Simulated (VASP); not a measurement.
**FeO: single point with LDA**

FeO:

```
Fe O
1.0
     1.53881    0.88843    2.55273
    -1.53881    0.88843    2.55273
     0.00000   -1.77686    2.55273
Fe O
1 1
Cartesian
  0.0000 0.0000 0.0000
  0.0000 0.0000 3.8291
```

```yaml
Program: VASP 6.6.1
Task: single point
Functional: LDA
Potentials_or_basis: VASP PAW LDA potentials, release 64 (Fe, O)
Cutoff: 520 eV
k_mesh: 11 × 11 × 11
Occupations: fermi-dirac, width 0.05 eV
Spin: collinear spin, ferromagnetic start
Starting_moments: "[3.0, 0.0] μB"
Dipole_correction: no
Further_INCAR_settings: ALGO = Normal; EDIFF = 1e-06; NBANDS = 18
```

```
Pressure                                              : -21.8 GPa
Band gap on the k mesh                                : zero (filled and empty bands overlap)
Net moment                                            : 4.00 μB per cell
Site moments                                          : Fe +3.58; O +0.31 μB
Valence electrons inside the program's atomic spheres : Fe 6.69; O 4.93
```

Stress tensor (GPa, compression positive):
```
-21.35   0.00   0.00
  0.00 -21.35   0.00
  0.00   0.00 -22.57
```

Levels at points of the mesh, in eV from the Fermi level:
Spin up:
```tsv
k point	band 6	band 7	band 8	band 9	band 10	band 11	band 12	band 13
(0.00, 0.00, 0.00)	-3.54	-3.54	-3.34	-3.34	0.00	15.24	16.38	16.78
```
Spin down:
```
           k point  band 2  band 3  band 4  band 5  band 6  band 7  band 8  band 9
(0.00, 0.00, 0.00)   -3.05   -2.95   -2.95   -0.74   -0.66   -0.66    0.00    0.00
```

Wall time 2.4 min on 1 thread of Intel Xeon 8259CL, on a shared host, peak memory 0.2 GiB.

Caveat: the cell stands under tension; a cell with one magnetic atom can't hold antiferromagnetic order, which such compounds often take; semilocal functionals often make such compounds metallic where correlation or magnetic order opens a gap, which also shifts bond lengths. With open d or f shells a metallic result of LDA can be an artefact of self-interaction; +U or a hybrid may open a gap.
